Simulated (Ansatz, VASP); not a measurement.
C: VASP beside Ansatz

```xyz
2
Lattice="0.0000 1.6916 1.6916 1.6916 0.0000 1.6916 1.6916 1.6916 0.0000" Properties=species:S:1:pos:R:3 pbc="T T T"
C    -0.4229   -0.4229   -0.4229
C     0.4229    0.4229    0.4229
```

Change from the starting cell: volume scaled by 0.85, PAW files.

Alike in both runs: task single point; functional PBE; k mesh 18 × 18 × 18; occupations fermi-dirac, width 0.1 eV; no spin polarisation.

|  | VASP | Ansatz |
| --- | --- | --- |
| version | VASP 6.6.1 | Ansatz 0.2.0 |
| potentials or method | VASP PAW PBE potentials, release 64 (C) | PAW with Ansatz's default frozen-core files, scalar-relativistic |
| plane-wave cutoff (eV) | 520 | 420 |
| valence electrons in the cell | 8 | 8 |

VASP gave:

- gap on the k mesh at the Fermi level (eV): 4.50
- pressure (GPa): 96.0

Which values does Ansatz return?

gap on the k mesh at the Fermi level (eV): 4.52; pressure (GPa): 94.6.

Both programs put the cell under a high pressure, so it lies far from rest at this level.

Noted on VASP's run: the cell as given lies far from equilibrium.
